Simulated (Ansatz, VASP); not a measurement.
**Two plane-wave programs on Ta2N**

The input POSCAR:

```
Ta2N
1.0
    3.1128615060      0.0000000000      0.0000000000
   -1.5564307530      2.6958171426      0.0000000000
    0.0000000000      0.0000000000      4.8698410000
Ta N
2 1
Direct
    0.3333333333      0.6666666667      0.2547110000
    0.6666666667      0.3333333333      0.7452890000
    0.0000000000      0.0000000000      0.0000000000
```

INCAR.step1

```
SYSTEM = Ta2N
ALGO = Normal
EDIFF = 1E-4
ENCUT = 520
GGA = PE
ISMEAR = -1
LASPH = .TRUE.
LCHARG = .FALSE.
LDAU = .TRUE.
LDAUJ = 0 0
LDAUL = 2 -1
LDAUTYPE = 2
LDAUU = 3 0
LMAXMIX = 4
LREAL = .FALSE.
LWAVE = .TRUE.
NBANDS = 20
NELM = 150
PREC = Accurate
SIGMA = 0.05
```

INCAR.step2

```
SYSTEM = Ta2N
ALGO = Normal
EDIFF = 1E-7
ENCUT = 520
ISIF = 2
ISMEAR = -1
ISTART = 1
LASPH = .TRUE.
LCHARG = .FALSE.
LDAU = .TRUE.
LDAUJ = 0 0
LDAUL = 2 -1
LDAUPRINT = 1
LDAUTYPE = 2
LDAUU = 3 0
LMAXMIX = 4
LMIXTAU = .TRUE.
LREAL = .FALSE.
LWAVE = .FALSE.
METAGGA = R2SCAN
NBANDS = 20
NELM = 150
PREC = Accurate
SIGMA = 0.05
```

The input KPOINTS:

```
k-points
0
G
  10 10 6
  0 0 0
```

The input input.yaml:

```yaml
crystal:
  lattice:
    - [3.112861506, 0.0, 0.0]
    - [-1.556430753, 2.6958171426, 0.0]
    - [0.0, 0.0, 4.869841]
  atoms:
    - { symbol: Ta, position: [0.3333333333, 0.6666666667, 0.254711] }
    - { symbol: Ta, position: [0.6666666667, 0.3333333333, 0.745289] }
    - { symbol: "N", position: [0.0, 0.0, 0.0] }
hamiltonian:
  xc: r2scan
  pseudopotentials: { kind: paw }
  hubbard: { sites: [{ species: Ta, l: d, u_eff: 3.0 }] }
kpoints:
  mp_grid: { grid: [10, 10, 6] }
  band_path:
    path:
      - [[0.0, 0.0, 0.0], [0.5, 0.0, 0.0], [0.3333333333, 0.3333333333, 0.0], [0.0, 0.0, 0.0], [0.0, 0.0, 0.5], [0.5, 0.0, 0.5], [0.3333333333, 0.3333333333, 0.5], [0.0, 0.0, 0.5]]
      - [[0.5, 0.0, 0.5], [0.5, 0.0, 0.0]]
      - [[0.3333333333, 0.3333333333, 0.0], [0.3333333333, 0.3333333333, 0.5]]
    npoints: 14
scf:
  occupations: { method: fermi_dirac, width: 0.05 }
  n_extra_bands: 7
output:
  forces: true
  stress: true
  eigenvalues: true
  fatbands: false
```

Alike in both runs: functional r2SCAN; k mesh 10 × 10 × 6; occupations fermi-dirac, width 0.05 eV; no spin polarisation; Hubbard terms Ta d U = 3.0 eV.

|  | VASP | Ansatz |
| --- | --- | --- |
| version | VASP 6.6.1 | Ansatz 0.2.0 |
| potentials or method | VASP PAW PBE potentials, release 64 (Ta_pv, N) | Ansatz PAW |
| plane-wave cutoff (eV) | 520 | 500 |
| valence electrons in the cell | 27 | 31 |
| task | single point | band structure |

```csv
,VASP,Ansatz,Ansatz less VASP
gap on the k mesh at the Fermi level (eV),none,none,-
pressure (GPa),4.1,-3.3,-7.44
"traceless stress, the component that is largest in VASP (GPa)",3.60,3.74,+0.145
rms of the force components (eV/Å),0.249,0.101,-0.1484
```

VASP's potentials were made for PBE, not for r2SCAN. The programs project onto different local orbitals, so the same U acts differently, and such runs can settle in different states. Atom by atom the forces differ by 0.148 eV/Å (rms over components). A gap of «none» marks a metal or a gap that the smearing closes. VASP's potentials hold 27 valence electrons a cell and Ansatz's 31, so a difference there can come from the potentials and not from the codes.

Neither program's run includes spin-orbit coupling.
